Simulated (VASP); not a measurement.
A run of VASP 6.6.1:

Contents of INCAR:

```
ALGO = Normal
EDIFF = 1E-6
ENCUT = 520
GGA = PE
ISIF = 2
ISMEAR = 0
LASPH = T
LCHARG = F
LREAL = F
LWAVE = F
NBANDS = 17
NELM = 80
PREC = Accurate
SIGMA = 0.05
```

Contents of KPOINTS:

```
k-points
0
Gamma
  8 8 8
```

The input POSCAR:

```
PbS
1.0
    0.0000000000      2.9657500000      2.9657500000
    2.9657500000      0.0000000000      2.9657500000
    2.9657500000      2.9657500000      0.0000000000
Pb S
1 1
Direct
    0.0000000000      0.0000000000      0.0000000000
    0.5000000000      0.5000000000      0.5000000000
```

Potentials or basis: VASP PAW PBE potentials, release 64 (Pb_d, S).

Launch:

```console
$ cat potpaw_PBE.64/Pb_d/POTCAR potpaw_PBE.64/S/POTCAR > POTCAR
$ mpirun -np 1 vasp_std > vasp.out
```

Hardware: 1 thread of Intel(R) Xeon(R) Platinum 8259CL CPU @ 2.50GHz (Skylake/Cascade Lake), with other jobs on the host.

How long does it take, and how much memory?

It took 18 s on 1 thread of Intel(R) Xeon(R) Platinum 8259CL CPU @ 2.50GHz (Skylake/Cascade Lake), on a shared host, peak memory 0.18 GiB. Counts: scf iterations 12, k points 29.
